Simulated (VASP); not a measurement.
A run of VASP 6.6.1:

File INCAR:

```
SYSTEM = BP
  PREC = Accurate
  ENCUT = 520
  EDIFF = 1E-6
  ISMEAR = 0
  SIGMA = 0.05
  LREAL = .FALSE.
  LASPH = .TRUE.
  NELM = 80
  ALGO = Normal
  ISIF = 2
  LWAVE = .FALSE.
  LCHARG = .FALSE.
  GGA = PE
  NBANDS = 11
```

Contents of KPOINTS:

```
regular mesh
0
G
  10 10 10
  0 0 0
```

Contents of POSCAR:

```
BP
1.0
    0.0000000000      2.0874800000      2.3597600000
    2.0874800000      0.0000000000      2.3597600000
    2.0874800000      2.0874800000      0.0000000000
B P
1 1
Direct
    0.0000000000      0.0000000000      0.0000000000
    0.7500000000      0.7500000000      0.7500000000
```

Potentials or basis: VASP PAW PBE potentials, release 64 (B, P).

Run with:

```console
$ cat potpaw_PBE.64/B/POTCAR potpaw_PBE.64/P/POTCAR > POTCAR
$ mpirun -np 1 vasp_std > vasp.out
```

Hardware: 1 thread of AMD EPYC 9R45 (Zen 5), on a shared host.

**Question.** How long does it take, and how much memory?

**Answer.** It took 18 s on 1 thread of AMD EPYC 9R45 (Zen 5), on a shared host, peak memory 0.11 GiB. Counts: scf iterations 12, k points 102.
